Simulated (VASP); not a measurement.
# HgRuC6 (Fm-3m) in VASP: single point with PBE

Aim: the single point of HgRuC6 with PBE.

Program: VASP 6.6.1. These are calculated values, not measurements. Logs are shortened: lines on timing, memory, paths and dates and some standing lists are left out, and cuts for length are marked.

## 1. The cell of the first run

The structure is cubic, space group Fm-3m (No. 225). Conventional cell: a = 6.827 Å, b = 6.827 Å, c = 6.827 Å, α = 90.00°, β = 90.00°, γ = 90.00°. Within 3.2 Å of Hg (site symmetry m-3m) lie 12 C at 2.41 Å. Within 3.2 Å of Ru (site symmetry m-3m) lie 12 C at 2.41 Å. Within 3.2 Å of C (site symmetry mmm) lie 2 Hg at 2.41 Å and 2 Ru at 2.41 Å and 8 C at 2.41 Å.

The cell was built from a structure type or drawn by symmetry, and may not be a known phase.

## 2. Single point, PBE, collinear spin, ferromagnetic start

Contents of INCAR:

```
SYSTEM = HgRuC6
  PREC = Accurate
  ENCUT = 520
  EDIFF = 1E-7
  ISMEAR = 0
  SIGMA = 0.1
  LREAL = .FALSE.
  LASPH = .TRUE.
  NELM = 150
  ALGO = Normal
  ISIF = 2
  LWAVE = .FALSE.
  LCHARG = .FALSE.
  ISPIN = 2
  MAGMOM = 0 0.48 0 0 0 0 0 0
  LORBIT = 11
  LMAXMIX = 4
  GGA = PE
  NBANDS = 39
  LUSENCCL = .FALSE.
```

Contents of KPOINTS:

```
Automatic mesh
0
G
  10 10 10
  0 0 0
```

Contents of POSCAR:

```
HgRuC6
1.0
    0.0000000000      3.4133582477      3.4133582477
    3.4133582477      0.0000000000      3.4133582477
    3.4133582477      3.4133582477      0.0000000000
Hg Ru C
1 1 6
Direct
    0.5000000000      0.5000000000      0.5000000000
    0.0000000000      0.0000000000      0.0000000000
    0.5000000000      0.0000000000      0.0000000000
    0.0000000000      0.5000000000      0.5000000000
    0.0000000000      0.5000000000      0.0000000000
    0.5000000000      0.0000000000      0.5000000000
    0.0000000000      0.0000000000      0.5000000000
    0.5000000000      0.5000000000      0.0000000000
```

Potentials or basis: VASP PAW PBE potentials, release 64 (Hg, Ru_pv, C).

Launch:

```bash
$ cat potpaw_PBE.64/Hg/POTCAR potpaw_PBE.64/Ru_pv/POTCAR potpaw_PBE.64/C/POTCAR > POTCAR
$ mpirun -np 1 vasp_std > vasp.out
```

OUTCAR:

```text
SYSTEM = HgRuC6
   PREC = Accurate
   ENCUT = 520
   EDIFF = 1E-7
   ISMEAR = 0
   LREAL = .FALSE.
   LASPH = .TRUE.
   NELM = 150
   ISIF = 2
   ISPIN = 2
   LORBIT = 11
   GGA = PE

 ion  position               nearest neighbor table
   1  0.500  0.500  0.500-   4 2.41   6 2.41   8 2.41   3 2.41   5 2.41   8 2.41   3 2.41   6 2.41
                             7 2.41   4 2.41   5 2.41   7 2.41   2 3.41   2 3.41   2 3.41   2 3.41
   2  0.000  0.000  0.000-   3 2.41   5 2.41   7 2.41   4 2.41   6 2.41   7 2.41   4 2.41   5 2.41
                             8 2.41   3 2.41   6 2.41   8 2.41   1 3.41   1 3.41   1 3.41   1 3.41
   3  0.500  0.000  0.000-   2 2.41   1 2.41   1 2.41   2 2.41
   4  0.000  0.500  0.500-   1 2.41   2 2.41   2 2.41   1 2.41
   5  0.000  0.500  0.000-   2 2.41   1 2.41   2 2.41   1 2.41
   6  0.500  0.000  0.500-   1 2.41   2 2.41   1 2.41   2 2.41
   7  0.000  0.000  0.500-   2 2.41   2 2.41   1 2.41   1 2.41
   8  0.500  0.500  0.000-   1 2.41   1 2.41   2 2.41   2 2.41

  LATTYP: Found a face centered cubic cell.
 ALAT       =     6.8267164954

  Lattice vectors:

 A1 = (   0.0000000000,   3.4133582477,   3.4133582477)
 A2 = (   3.4133582477,   0.0000000000,   3.4133582477)
 A3 = (   3.4133582477,   3.4133582477,   0.0000000000)

Analysis of symmetry for initial positions (statically):
=====================================================================
 Subroutine PRICEL returns:
 Original cell was already a primitive cell.

 Routine SETGRP: Setting up the symmetry group for a
 face centered cubic supercell.

 Subroutine GETGRP returns: Found 48 space group operations
 (whereof 48 operations were pure point group operations)
 out of a pool of 48 trial point group operations.

The static configuration has the point symmetry O_h .

Analysis of symmetry for dynamics (positions and initial velocities):
=====================================================================
 Subroutine PRICEL returns:
 Original cell was already a primitive cell.

 Routine SETGRP: Setting up the symmetry group for a
 face centered cubic supercell.

 Subroutine GETGRP returns: Found 48 space group operations
 (whereof 48 operations were pure point group operations)
 out of a pool of 48 trial point group operations.

The dynamic configuration has the point symmetry O_h .

Analysis of structural, dynamic, and magnetic symmetry:
=====================================================================
 Subroutine PRICEL returns:
 Original cell was already a primitive cell.

 Routine SETGRP: Setting up the symmetry group for a
 face centered cubic supercell.

 Subroutine GETGRP returns: Found 48 space group operations
 (whereof 48 operations were pure point group operations)
[... 163 lines left out ...]

 E-fermi :   7.1688     XC(G=0): -12.5805

 val. band max:        7.1650272770   @ k =  -0.4000   0.3000   0.0000
 cond. band min:       7.1748736005   @ k =  -0.4000   0.4000   0.2000
 fundamental gap:      0.0098463235
 Fermi energy:         7.1687671202

 spin component 1

 k-point     1 :       0.0000    0.0000    0.0000
  band No.  band energies     occupation
      1     -35.9483      1.00000
      2     -35.9483      1.00000
      3     -35.9483      1.00000
      4      -8.4603      1.00000
      5      -3.8895      1.00000
      6      -3.8895      1.00000
[... 949 lines left out ...]
     36      11.4018      0.00000
     37      11.7342      0.00000

 [... further k-points ...]

 spin component 2

 k-point     1 :       0.0000    0.0000    0.0000
  band No.  band energies     occupation
      1     -35.9482      1.00000
      2     -35.9482      1.00000
      3     -35.9482      1.00000
      4      -8.4603      1.00000
      5      -3.8895      1.00000
      6      -3.8895      1.00000
[... 949 lines left out ...]
     36      11.4018      0.00000
     37      11.7342      0.00000

 [... further k-points ...]

 [bands above 37 left out]

------------------------ aborting loop because EDIFF is reached ----------------------------------------

  FORCE on cell =-STRESS in cart. coord.  units (eV):
  Direction    XX          YY          ZZ          XY          YZ          ZX
  --------------------------------------------------------------------------------------
  -------------------------------------------------------------------------------------
  Total        0.6477056      0.6477056      0.6477056     -0.0000000     -0.0000000      0.0000000
  in kB       13.0470594     13.0470594     13.0470594     -0.0000000     -0.0000000      0.0000000
  external PRESSURE =      13.0470594 kB  Pullay stress =       0.0000000 kB

 VOLUME and BASIS-vectors are now :
 -----------------------------------------------------------------------------
  energy-cutoff  :      520.00
  volume of cell :       79.54
      direct lattice vectors                 reciprocal lattice vectors
     0.000000000  3.413358248  3.413358248    -0.146483306  0.146483306  0.146483306
     3.413358248  0.000000000  3.413358248     0.146483306 -0.146483306  0.146483306
     3.413358248  3.413358248  0.000000000     0.146483306  0.146483306 -0.146483306

 POSITION                                       TOTAL-FORCE (eV/Angst)
 -----------------------------------------------------------------------------------
      3.41336      3.41336      3.41336         0.000000      0.000000     -0.000000
      0.00000      0.00000      0.00000         0.000000      0.000000      0.000000
      0.00000      1.70668      1.70668         0.000000     -0.000000      0.000000
      3.41336      1.70668      1.70668         0.000000      0.000000      0.000000
      1.70668      0.00000      1.70668         0.000000     -0.000000     -0.000000
      1.70668      3.41336      1.70668         0.000000      0.000000      0.000000
      1.70668      1.70668      0.00000         0.000000      0.000000     -0.000000
      1.70668      1.70668      3.41336         0.000000      0.000000      0.000000
 -----------------------------------------------------------------------------------
    total drift:                                0.000000      0.000000      0.000000

  FREE ENERGIE OF THE ION-ELECTRON SYSTEM (eV)
  ---------------------------------------------------
  free  energy   TOTEN  =       -36.7232941225 eV

  energy  without entropy=      -36.7031731426  energy(sigma->0) =      -36.71323363

 total charge

# of ion       s       p       d       tot
------------------------------------------
    1        0.684   0.592   9.378  10.654
    2        0.262   6.203   5.883  12.348
    3        1.040   1.055   0.000   2.095
    4        1.040   1.055   0.000   2.095
    5        1.040   1.055   0.000   2.095
    6        1.040   1.055   0.000   2.095
    7        1.040   1.055   0.000   2.095
    8        1.040   1.055   0.000   2.095
--------------------------------------------------
tot          7.183  13.127  15.261  35.572

 magnetization (x)

# of ion       s       p       d       tot
------------------------------------------
    1        0.000   0.000  -0.000  -0.000
    2        0.000   0.000   0.000   0.000
    3        0.000  -0.000   0.000  -0.000
    4        0.000  -0.000   0.000  -0.000
    5        0.000  -0.000   0.000  -0.000
    6        0.000  -0.000   0.000  -0.000
    7        0.000  -0.000   0.000  -0.000
    8        0.000  -0.000   0.000  -0.000
--------------------------------------------------
tot          0.000  -0.000   0.000   0.000
```

Wall time 6.6 min (1 × NVIDIA H100 80GB with 1 thread of AMD EPYC 7R13 (Zen 3), shared host); peak memory 1.4 GiB.

What came out:

```
Free energy                                           : -36.7233 eV
Pressure                                              : 1.3 GPa
Band gap on the k mesh                                : zero (filled and empty bands overlap)
Net moment                                            : 0.00 μB per cell
Valence electrons inside the program's atomic spheres : Hg 10.65; Ru 12.35; C 2.10
```

Caveat: spin-orbit coupling is left out, which moves the levels of the heavy elements.
